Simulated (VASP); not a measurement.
Runs of VASP 6.6.1 on Cu2O. The structure is that of space group Pn-3m (No. 224), or close to it. The cells are those of the table. 

```csv
task,level,cell,cutoff (eV),gap on the mesh (eV),pressure (GPa)
single point,PBE+D3(BJ),"a = 4.253 Å, 6 atoms",600,0.55,0.9
single point,r2SCAN+rVV10,"a = 4.231 Å, 6 atoms",660,0.80,1.0
single point,PBE,"a = 4.300 Å, 6 atoms",600,(b),0.6
relaxation of cell and atoms,PBE+D4,"relaxed from a = 4.260 Å, 6 atoms",600,(a),-0.1
single point,PBE+D4,"a = 4.255 Å, 6 atoms",600,0.55,0.8
```

Alike in all rows: potentials or basis VASP PAW PBE potentials, release 64 (Cu, O); no spin polarisation; k mesh 4 × 4 × 4; smearing gaussian 0.02 eV.

Estimate the missing entries.

(a) 0.53; (b) 0.48.

Caveats: the PAW data sets were made with another functional, which shifts forces and pressure a little (at least some runs).

